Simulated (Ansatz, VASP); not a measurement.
# Al3GaN4: VASP beside Ansatz

```
CELL_PARAMETERS angstrom
5.04341 0.00000 -0.00009
0.00000 3.13007 0.00000
-0.00321 0.00000 5.58053
ATOMIC_POSITIONS crystal
Al 0.50135 0.50000 0.16661
Al 0.00201 0.50000 0.83537
Al 0.00226 0.00000 0.33247
Ga 0.50088 0.00000 0.66535
N 0.11023 0.00000 0.66371
N 0.12113 0.50000 0.16452
N 0.62372 0.50000 0.84289
N 0.62204 0.00000 0.32908
```

Change from the starting cell: strain along c alone, the other axes held, atoms relaxed: +3.0 %.

Alike in both runs: functional PBEsol; k mesh 6 × 8 × 4; occupations gaussian, width 0.02 eV; no spin polarisation.

Ansatz relaxed the structure, and its values are those at the end. VASP's run is a single point on that final structure, the one shown.

```csv
,VASP,Ansatz
version,VASP 6.6.1,Ansatz 0.2.0
potentials or method,"VASP PAW PBE potentials, release 64 (Al, Ga_d, N), cutoff 520 eV","scalar-relativistic, plane waves, PAW"
valence electrons in the cell,42,42
```

VASP gave:

| Quantity | Value |
| --- | --- |
| gap on the k mesh at the Fermi level (eV) | 3.19 |
| least direct gap on the mesh (eV) | 3.19 |
| pressure (GPa) | -5.7 |
| rms of the force components (eV/Å) | 0.004 |

Estimate Ansatz's values.

gap on the k mesh at the Fermi level (eV): 3.17; least direct gap on the mesh (eV): 3.17; pressure (GPa): -5.6; rms of the force components (eV/Å): 0.003.

VASP's potentials were made for PBE, not for PBEsol. Ansatz's warnings: stress scf threshold loose.
